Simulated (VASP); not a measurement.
Here is a VASP 6.6.1 calculation.

Contents of INCAR:

```
SYSTEM = OsCl
PREC = Accurate
ENCUT = 520
EDIFF = 1E-7
ISMEAR = 0
SIGMA = 0.1
LREAL = .FALSE.
LASPH = .TRUE.
NELM = 60
ALGO = Normal
ISIF = 2
LWAVE = .FALSE.
LCHARG = .FALSE.
GGA = PE
NBANDS = 14
```

The input KPOINTS:

```
regular mesh
0
G
  24 24 14
  0 0 0
```

POSCAR

```
OsCl
1.0
    2.8575006922      0.0000000000      0.0000000000
   -1.4287503461      2.4746681907      0.0000000000
    0.0000000000      0.0000000000      4.2878886580
Os Cl
1 1
Direct
    0.0000000000      0.0000000000      0.0000000000
    0.6666666667      0.3333333333      0.5000000000
```

Potentials or basis: VASP PAW PBE potentials, release 64 (Os, Cl).

The run is started by

```bash
$ cat potpaw_PBE.64/Os/POTCAR potpaw_PBE.64/Cl/POTCAR > POTCAR
$ mpirun -np 1 vasp_std > vasp.out
```

Question: Predict the band gap on the k mesh.

Answer: Zero (an odd number of electrons rules out a gap without spin polarisation).

Question: What does it give for the pressure?

Answer: 0.1 GPa.

Caveat: spin-orbit coupling is left out, which moves the levels of the heavy elements; an odd number of electrons without spin polarisation forces a metal; a magnetic or distorted state may lie lower.
